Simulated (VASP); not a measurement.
Runs of VASP 6.6.1 on Au. The structure is that of space group Fm-3m (No. 225), or close to it. The cells are those of the table. 

| task | cell | k mesh | cutoff (eV) | gap on the mesh (eV) | pressure (GPa) | relaxed volume (Å³/atom) |
| --- | --- | --- | --- | --- | --- | --- |
| single point | a = 2.887 Å, angles 60.0°, 1 atom | 24 × 24 × 24 | 520 | none | -0.3 | - |
| single point | a = 2.950 Å, angles 60.0°, 1 atom | 8 × 8 × 8 | 520 | none | (a) | - |
| relaxation of cell and atoms | relaxed from a = 2.950 Å, angles 60.0°, 1 atom | 8 × 8 × 8 | 600 | none | -0.3 | 17.12 |
| single point | a = 2.891 Å, angles 60.0°, 1 atom | 8 × 8 × 8 | 520 | none | 0.0 | - |
| relaxation of cell and atoms | relaxed from a = 2.891 Å, angles 60.0°, 1 atom | 24 × 24 × 24 | 600 | none | 0.0 | 17.00 |

Alike in all rows: level PBEsol; potentials or basis VASP PAW PBE potentials, release 64 (Au); no spin polarisation; smearing gaussian 0.1 eV.

Q: Fill in the values left out.

A: (a) -8.8.

Caveats: the PAW data sets were made with another functional, which shifts forces and pressure a little; spin-orbit coupling is left out, which moves the levels of the heavy elements.

A k mesh can miss the band edges, and the runs leave out spin-orbit coupling on Au.

A gap of «none» marks levels without a gap at the run's occupations.
